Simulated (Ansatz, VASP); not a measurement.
**One calculation of PbS, two programs**

```
CELL_PARAMETERS angstrom
2.97920 -2.93816 0.00000
2.97920 2.93816 0.00000
-1.09426 0.00000 11.86338
ATOMIC_POSITIONS crystal
Pb 0.77560 0.77560 0.63638
Pb 0.22440 0.22440 0.36362
S 0.26840 0.26840 0.59860
S 0.73160 0.73160 0.40140
```

Change from the starting cell: volume scaled by 1.04, PAW files.

Alike in both runs: task electric field gradients; functional PBE; k mesh 7 × 7 × 3; occupations fermi-dirac, width 0.01 eV; no spin polarisation.

```csv
,VASP,Ansatz
version,VASP 6.6.1,Ansatz 0.2.0
potentials or method,"VASP PAW PBE potentials, release 64 (Pb_d, S)","PAW with Ansatz's default frozen-core files, scalar-relativistic"
plane-wave cutoff (eV),400,420
valence electrons in the cell,40,40
```

Ansatz gave:

| Quantity | Value |
| --- | --- |
| gap on the k mesh at the Fermi level (eV) | 1.33 |
| rms of the force components (eV/Å) | 0.277 |
| size of Vzz on the site where it differs most (V/Å²) | 120.8 |

Task: Estimate VASP's values.

Result: gap on the k mesh at the Fermi level (eV): 1.32; rms of the force components (eV/Å): 0.278; size of Vzz on the site where it differs most (V/Å²): 128.2.

Atom by atom the forces differ by 0.001 eV/Å (rms over components).

Spin-orbit coupling is off throughout.
